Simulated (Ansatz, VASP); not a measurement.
## One calculation of Al2O3, two programs

```
CELL_PARAMETERS angstrom
4.71218 0.00000 0.00000
0.00000 9.70354 0.00000
0.00000 0.00000 3.02571
ATOMIC_POSITIONS crystal
Al 0.44699 0.32844 0.50000
Al 0.55301 0.67156 0.50000
Al 0.94699 0.17156 0.00000
Al 0.05301 0.82844 0.00000
O 0.77517 0.23106 0.50000
O 0.00000 0.00000 0.00000
O 0.72483 0.73106 0.00000
O 0.27517 0.26894 0.00000
O 0.22483 0.76894 0.50000
O 0.50000 0.50000 0.50000
```

Change from the starting cell: mode 4 (53.0 1/cm) frozen in, largest displacement +0.105 Å.

Alike in both runs: task single point; functional PBE; k mesh 6 × 4 × 8; occupations gaussian, width 0.05 eV; no spin polarisation.

```csv
,VASP,Ansatz
version,VASP 6.6.1,Ansatz 0.2.0
potentials or method,"VASP PAW PBE potentials, release 64 (Al, O), cutoff 520 eV","scalar-relativistic, plane waves, PAW"
valence electrons in the cell,48,48
```

Ansatz gave:

* gap on the k mesh at the Fermi level (eV): 3.44
* least direct gap on the mesh (eV): 3.44
* pressure (GPa): 0.7
* traceless stress, the component that is largest in VASP (GPa): -0.05
* rms of the force components (eV/Å): 0.015

Q: What did VASP give for the same quantities?

A: gap on the k mesh at the Fermi level (eV): 3.43; least direct gap on the mesh (eV): 3.43; pressure (GPa): 0.7; traceless stress, the component that is largest in VASP (GPa): -0.15; rms of the force components (eV/Å): 0.009.

Atom by atom the forces differ by 0.009 eV/Å (rms over components). With one functional, cell and mesh, what is left measures potentials, basis and numerics.
